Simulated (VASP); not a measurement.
Set up this calculation in VASP 6.6.1, as the native input.

```
Task                   : single point
Functional             : LDA
Potentials or basis    : VASP PAW LDA potentials, release 64 (Ag, Pt)
Cutoff                 : 520 eV
k mesh                 : 9 × 9 × 9
Occupations            : fermi-dirac, width 0.08 eV
Spin                   : no spin polarisation
Dipole correction      : no
Further INCAR settings : ALGO = Normal; EDIFF = 1e-06; NBANDS = 28
```

The structure of AgPt3 lies in POSCAR:

```
AgPt3
1.0
    3.9764900074      0.0000000000      0.0000000000
    0.0000000000      3.9764900074      0.0000000000
    0.0000000000      0.0000000000      3.9764900074
Ag Pt
1 3
Direct
    0.0000000000      0.0000000000      0.0000000000
    0.0000000000      0.5000000000      0.5000000000
    0.5000000000      0.0000000000      0.5000000000
    0.5000000000      0.5000000000      0.0000000000
```

This cell differs from its parent crystal: volume scaled by 1.06.

One way to write it, as run:

INCAR

```
ALGO = Normal
EDIFF = 1E-6
ENCUT = 520
GGA = CA
ISIF = 2
ISMEAR = -1
LASPH = True
LCHARG = True
LELF = True
LREAL = False
LVHAR = True
LWAVE = False
NBANDS = 28
NELM = 100
PREC = Accurate
SIGMA = 0.08
```

KPOINTS

```
k-points
0
Gamma
  9 9 9
```

Potentials or basis: VASP PAW LDA potentials, release 64 (Ag, Pt).

Run with:

```bash
$ cat potpaw_LDA.64/Ag/POTCAR potpaw_LDA.64/Pt/POTCAR > POTCAR
$ mpirun -np 1 vasp_std > vasp.out
```

It gave:

| Quantity | Value |
| --- | --- |
| Pressure | -10.8 GPa |

It took 38 s on 1 thread of Intel(R) Xeon(R) Platinum 8124M CPU @ 3.00GHz (Skylake/Cascade Lake) (shared host), peak memory 0.19 GiB.
